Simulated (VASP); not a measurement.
Wanted: the native input for a VASP 6.6.1 run.

- Task: single point
- Functional: PBEsol
- Potentials or basis: VASP PAW PBE potentials, release 64 (Ni, Fe)
- Cutoff: 520 eV
- k mesh: 10 × 10 × 8
- Occupations: fermi-dirac, width 0.05 eV
- Spin: collinear spin, ferromagnetic start
- Starting moments: [1.0, 3.0] μB
- Dipole correction: no
- Further INCAR settings: ALGO = Fast; EDIFF = 1e-06; NBANDS = 20

The structure of FeNi lies in POSCAR:

```
FeNi
1.0
    2.5330000000      0.0000000000      0.0000000000
    0.0000000000      2.5330000000      0.0000000000
    0.0000000000      0.0000000000      3.5820000000
Ni Fe
1 1
Direct
    0.5000000000      0.5000000000      0.5000000000
    0.0000000000      0.0000000000      0.0000000000
```

The input as run:

INCAR

```
SYSTEM = FeNi
ALGO     = Fast           ! electronic algorithm
EDIFF    = 1E-6           ! SCF threshold, eV
ENCUT    = 520            ! plane-wave cutoff, eV
GGA      = PS             ! functional
ISIF     = 2              ! what is computed and relaxed
ISMEAR   = -1             ! smearing method
ISPIN    = 2              ! spin polarisation
LASPH    = .True.         ! aspherical terms in the spheres
LCHARG   = .True.         ! write CHGCAR
LELF     = .True.         ! ELF
LMAXMIX  = 4              ! l up to which the mixer works
LORBIT   = 11             ! projections on sites
LREAL    = .False.        ! projectors in reciprocal space
LVHAR    = .True.       
LWAVE    = .False.        ! write WAVECAR
MAGMOM   = 1 3            ! initial moments
NBANDS   = 20             ! bands
NELM     = 150            ! most SCF steps
PREC     = Accurate       ! precision mode
SIGMA    = 0.05           ! smearing width, eV
```

KPOINTS

```
k-points
0
Gamma
  10 10 8
  0 0 0
```

Potentials or basis: VASP PAW PBE potentials, release 64 (Ni, Fe).

Run with:

```bash
$ cat potpaw_PBE.64/Ni/POTCAR potpaw_PBE.64/Fe/POTCAR > POTCAR
$ mpirun -np 1 vasp_std > vasp.out
```

It gave:

* Pressure: -11.4 GPa
* Net moment: 3.30 μB per cell
* Site moments: Ni +0.64; Fe +2.67 μB
* Valence electrons inside the program's atomic spheres: Ni 9.33; Fe 7.13

Caveat: the cell stands under tension; the PAW data sets were made with another functional, which shifts forces and pressure a little.

Wall time 93 s on 1 thread of Intel Xeon 8259CL, with other jobs on the host, peak memory 0.2 GiB.
